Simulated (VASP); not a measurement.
A run of VASP 6.6.1 is set up as follows.

File INCAR:

```
SYSTEM = MgO
PREC     = Accurate       ! precision mode
ENCUT    = 600            ! plane-wave cutoff, eV
EDIFF    = 1E-8           ! SCF threshold, eV
ISMEAR   = 0              ! smearing method
SIGMA    = 0.01           ! smearing width, eV
LREAL    = .FALSE.        ! projectors in reciprocal space
LASPH    = .TRUE.         ! aspherical terms in the spheres
NELM     = 120            ! most SCF steps
ALGO     = Normal         ! electronic algorithm
ISIF     = 2              ! what is computed and relaxed
LWAVE    = .FALSE.        ! write WAVECAR
LCHARG   = .TRUE.         ! write CHGCAR
GGA      = RP             ! functional
NBANDS   = 11             ! bands
IBRION   = 8              ! ionic algorithm
NSW      = 1              ! ionic steps
GGA_COMPAT= .FALSE.
```

Contents of KPOINTS:

```
regular mesh
0
G
  8 8 8
  0 0 0
```

POSCAR

```
MgO
1.0
    0.0000000000      2.1494104632      2.1494104632
    2.1494104632      0.0000000000      2.1494104632
    2.1494104632      2.1494104632      0.0000000000
Mg O
1 1
Direct
    0.0000000000      0.0000000000      0.0000000000
    0.5000000000      0.5000000000      0.5000000000
```

Potentials or basis: VASP PAW PBE potentials, release 64 (Mg, O).

The run is started by

```sh
$ cat potpaw_PBE.64/Mg/POTCAR potpaw_PBE.64/O/POTCAR > POTCAR
$ mpirun -np 1 vasp_std > vasp.out
```

(1) Estimate the highest phonon frequency at Γ, LO-TO splitting left out.

Results:

(1) 346 cm⁻¹.

Caveat: the cell wasn't relaxed at this level first, which shifts response properties.
